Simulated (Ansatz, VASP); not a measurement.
## TiNi: VASP beside Ansatz

The input INCAR:

```
PREC = Accurate ; ENCUT = 520
EDIFF = 1E-6 ; ISMEAR = 0
SIGMA = 0.15 ; LREAL = False
LASPH = True ; NELM = 100
ALGO = Fast ; ISIF = 2
LWAVE = False ; LCHARG = False
GGA = PS ; NBANDS = 18
```

File KPOINTS:

```
Automatic mesh
0
Gamma
  18 18 14
```

POSCAR

```
TiNi
1.0
    2.7358030000      0.0000000000      0.0000000000
    0.0000000000      2.7358030000      0.0000000000
    0.0000000000      0.0000000000      3.5814100000
Ti Ni
1 1
Direct
    0.5000000000      0.5000000000      0.5000000000
    0.0000000000      0.0000000000      0.0000000000
```

Input for Ansatz:

```yaml
crystal:
  lattice:
    - [2.735803, 0.0, 0.0]
    - [0.0, 2.735803, 0.0]
    - [0.0, 0.0, 3.58141]
  atoms:
    - { symbol: Ti, position: [0.5, 0.5, 0.5] }
    - { symbol: Ni, position: [0.0, 0.0, 0.0] }
basis:
  ecutwfc: 420
kpoints:
  mp_grid: { grid: [18, 18, 14] }
hamiltonian:
  xc: pbesol
scf:
  occupations: { method: gaussian, width: 0.15 }
output:
  forces: true
  stress: true
  eigenvalues: true
```

Alike in both runs: task single point; functional PBEsol; k mesh 18 × 18 × 14; occupations gaussian, width 0.15 eV; no spin polarisation.

|  | VASP | Ansatz |
| --- | --- | --- |
| version | VASP 6.6.1 | Ansatz 0.2.0 |
| potentials or method | VASP PAW PBE potentials, release 64 (Ti_sv, Ni), cutoff 520 eV | scalar-relativistic, plane waves, PAW |
| valence electrons in the cell | 22 | 30 |

|  | VASP | Ansatz | Ansatz less VASP |
| --- | --- | --- | --- |
| gap on the k mesh at the Fermi level (eV) | none | none | - |
| pressure (GPa) | -6.4 | -6.3 | +0.09 |
| traceless stress, the component that is largest in VASP (GPa) | -1.48 | -1.37 | +0.109 |

VASP's potentials were made for PBE, not for PBEsol. A gap of «none» marks a metal or a gap that the smearing closes. VASP's potentials hold 22 valence electrons a cell and Ansatz's 30, so a difference there can come from the potentials and not from the codes.
